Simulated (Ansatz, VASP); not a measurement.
# One calculation of Ca2YFeC6N6, two programs

```
CELL_PARAMETERS angstrom
0.00000 5.43365 5.43365
5.43365 0.00000 5.43365
5.43365 5.43365 0.00000
ATOMIC_POSITIONS crystal
Ca 0.25000 0.25000 0.25000
Ca 0.75000 0.75000 0.75000
Y 0.50000 0.50000 0.50000
Fe 0.00000 0.00000 0.00000
C 0.82741 0.17259 0.17259
C 0.17259 0.82741 0.17259
C 0.17259 0.17259 0.82741
C 0.17259 0.82741 0.82741
C 0.82741 0.17259 0.82741
C 0.82741 0.82741 0.17259
N 0.71875 0.28125 0.28125
N 0.28125 0.71875 0.28125
N 0.28125 0.28125 0.71875
N 0.28125 0.71875 0.71875
N 0.71875 0.28125 0.71875
N 0.71875 0.71875 0.28125
```

Alike in both runs: functional PBE; k mesh 4 × 4 × 4; occupations gaussian, width 0.1 eV; collinear spin.

Ansatz relaxed the structure, and its values are those at the end. VASP's run is a single point on that final structure, the one shown.

|  | VASP | Ansatz |
| --- | --- | --- |
| version | VASP 6.6.1 | Ansatz 0.2.0 |
| potentials or method | VASP PAW PBE potentials, release 64 (Ca_sv, Y_sv, Fe, C, N), cutoff 520 eV | scalar-relativistic, plane waves, PAW |
| valence electrons in the cell | 93 | 101 |

```csv
,VASP,Ansatz,Ansatz less VASP
gap on the k mesh at the Fermi level (eV),none,none,-
pressure (GPa),0.3,0.0,-0.33
rms of the force components (eV/Å),0.164,0.004,-0.1594
net moment per atom (μB),0.06,0.06,-0.001
size of the moment on the site where the two differ most (μB),0.07,0.21,+0.133
```

Site moments also hang on the region over which each program counts them. A gap of «none» marks a metal or a gap that the smearing closes. One of these differences is far larger than is usual between the two programs; its cause wasn't traced. VASP's potentials hold 93 valence electrons a cell and Ansatz's 101, so a difference there can come from the potentials and not from the codes.

Noted on VASP's run: the standard files for N, O and F lose accuracy on very short bonds.
